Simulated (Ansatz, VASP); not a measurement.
Two plane-wave programs on MgO

File INCAR:

```
SYSTEM = MgO
PREC = Accurate ; ENCUT = 520
EDIFF = 1E-7 ; ISMEAR = 0
SIGMA = 0.05 ; LREAL = .FALSE.
LASPH = .TRUE. ; NELM = 60
ALGO = Normal ; ISIF = 2
LWAVE = .FALSE. ; LCHARG = .FALSE.
GGA = PE ; NBANDS = 16
```

File KPOINTS:

```
Automatic mesh
0
G
  6 6 6
  0 0 0
```

POSCAR

```
MgO
1.0
    3.4863778627      0.0000000000      0.0000000000
   -1.7431889314      3.1551599271      0.0000000000
    0.0000000000      0.0000000000      4.1780412200
Mg O
2 2
Direct
    0.6666666667      0.3333333333      0.7500000000
    0.3333333333      0.6666666667      0.2500000000
    0.6666666667      0.3333333333      0.2500000000
    0.3333333333      0.6666666667      0.7500000000
```

Input for Ansatz:

```yaml
crystal:
  lattice:
    - [3.4863778627, 0.0, 0.0]
    - [-1.7431889314, 3.1551599271, 0.0]
    - [0.0, 0.0, 4.17804122]
  atoms:
    - { symbol: Mg, position: [0.6666666667, 0.3333333333, 0.75] }
    - { symbol: Mg, position: [0.3333333333, 0.6666666667, 0.25] }
    - { symbol: O, position: [0.6666666667, 0.3333333333, 0.25] }
    - { symbol: O, position: [0.3333333333, 0.6666666667, 0.75] }
basis:
  ecutwfc: 420
kpoints:
  mp_grid: { grid: [6, 6, 6] }
hamiltonian:
  xc: pbe
scf:
  occupations: { method: gaussian, width: 0.05 }
output:
  forces: true
  stress: true
  eigenvalues: true
```

Change from the starting cell: strain +0.0450 x Voigt [0, 1, 0, 0, 0, 0], atoms carried along.

Alike in both runs: task single point; functional PBE; k mesh 6 × 6 × 6; occupations gaussian, width 0.05 eV; no spin polarisation.

|  | VASP | Ansatz |
| --- | --- | --- |
| version | VASP 6.6.1 | Ansatz 0.2.0 |
| potentials or method | VASP PAW PBE potentials, release 64 (Mg, O), cutoff 520 eV | scalar-relativistic, plane waves, PAW |
| valence electrons in the cell | 16 | 32 |

Ansatz gave:

```
gap on the k mesh at the Fermi level (eV)                     : 3.26
least direct gap on the mesh (eV)                             : 3.26
pressure (GPa)                                                : -0.8
traceless stress, the component that is largest in VASP (GPa) : -4.39
rms of the force components (eV/Å)                            : 0.153
```

Problem. What did VASP give for the same quantities?

Solution. gap on the k mesh at the Fermi level (eV): 3.24; least direct gap on the mesh (eV): 3.24; pressure (GPa): -1.3; traceless stress, the component that is largest in VASP (GPa): -4.40; rms of the force components (eV/Å): 0.155.

Atom by atom the forces differ by 0.002 eV/Å (rms over components). With one functional, cell and mesh, what is left measures potentials, basis and numerics. VASP's potentials hold 16 valence electrons a cell and Ansatz's 32, so a difference there can come from the potentials and not from the codes.
